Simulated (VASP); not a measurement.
Input of a VASP 6.6.1 run:

File INCAR:

```
SYSTEM = TiSi2
ALGO = Normal
EDIFF = 1E-6
ENCUT = 520
GGA = PS
ISIF = 2
ISMEAR = 0
LASPH = .TRUE.
LCHARG = .FALSE.
LREAL = .FALSE.
LWAVE = .FALSE.
NBANDS = 29
NELM = 100
PREC = Accurate
SIGMA = 0.15
```

File KPOINTS:

```
k-points
0
G
  14 14 12
  0 0 0
```

POSCAR

```
TiSi2
1.0
    1.8202209131     -6.7265138662      0.0000000000
    1.8202209131      6.7265138662      0.0000000000
    0.0000000000      0.0000000000      3.6804926877
Ti Si
2 4
Direct
    0.8975108623      0.1024891377      0.7500000000
    0.1024891377      0.8975108623      0.2500000000
    0.5599809709      0.4400190291      0.7500000000
    0.4400190291      0.5599809709      0.2500000000
    0.2497198722      0.7502801278      0.7500000000
    0.7502801278      0.2497198722      0.2500000000
```

Potentials or basis: VASP PAW PBE potentials, release 64 (Ti_sv, Si).

The run is started by

```console
$ cat potpaw_PBE.64/Ti_sv/POTCAR potpaw_PBE.64/Si/POTCAR > POTCAR
$ mpirun -np 1 vasp_std > vasp.out
```

(1) What does it give for the band gap on the k mesh?

(2) Predict the pressure.

(3) Estimate the largest force.

Results:

(1) zero (bands 20 and 21 overlap by 0.95 eV).

(2) -10.0 GPa.

(3) 0.083 eV/Å.

Caveat: the stress differs along the axes, from -13 to -5 GPa; the PAW data sets were made with another functional, which shifts forces and pressure a little.
